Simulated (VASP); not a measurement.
TiC: single point with PBEsol

TiC:

```
Ti C
1.0
     0.00000    2.16400    2.16400
     2.16400    0.00000    2.16400
     2.16400    2.16400    0.00000
Ti C
1 1
Direct
  0.96534 0.96534 0.03466
  0.50000 0.50000 0.50000
```

This cell differs from its parent crystal: all Ti atoms moved +0.150 Å, as atom 1 towards its neighbour atom 2 (C) at 2.164 Å.

- Program: VASP 6.6.1
- Task: single point
- Functional: PBEsol
- Potentials or basis: VASP PAW PBE potentials, release 64 (Ti_sv, C)
- Cutoff: 520 eV
- k mesh: 18 × 18 × 18
- Occupations: gaussian, width 0.15 eV
- Spin: no spin polarisation
- Dipole correction: no
- Further INCAR settings: ALGO = Normal; EDIFF = 1e-07; NBANDS = 15

```yaml
Pressure: -3.2 GPa
Largest_force: 1.396 eV/Å
Band_gap_on_the_k_mesh: zero (bands 8 and 9 overlap by 1.18 eV)
```

Forces on the atoms (eV/Å):
```
Ti   0.000  0.000  1.396
C    0.000  0.000 -1.396
```

Stress tensor (GPa, compression positive):
```
-5.38  0.00  0.00
 0.00 -5.38  0.00
 0.00  0.00  1.28
```

Levels at points of the mesh, in eV from the Fermi level:
```
           k point  band 5  band 6  band 7  band 8  band 9  band 10  band 11  band 12
(0.00, 0.00, 0.00)  -12.41    0.08    0.08    0.44    0.61     1.68     2.25     2.25
(0.50, 0.00, 0.00)   -8.91   -5.92   -2.94   -2.91    2.83     2.89     4.07     7.21
(0.50, 0.50, 0.00)  -10.10   -3.41   -1.74   -0.08   -0.08     2.70     3.48     3.48
(0.00, 0.50, 0.50)  -10.09   -3.51   -2.20   -0.22    0.47     2.93     3.47     3.48
```

Wall time 2.3 min on 1 thread of AMD EPYC 7R13 Processor (Zen 3), with other jobs on the host, peak memory 0.23 GiB.

Caveat: the cell differs from its parent crystal (all Ti atoms moved +0.150 Å, as atom 1 towards its neighbour atom 2 (C) at 2.164 Å); the stress differs along the axes, from -5 to 1 GPa; the PAW data sets were made with another functional, which shifts forces and pressure a little.
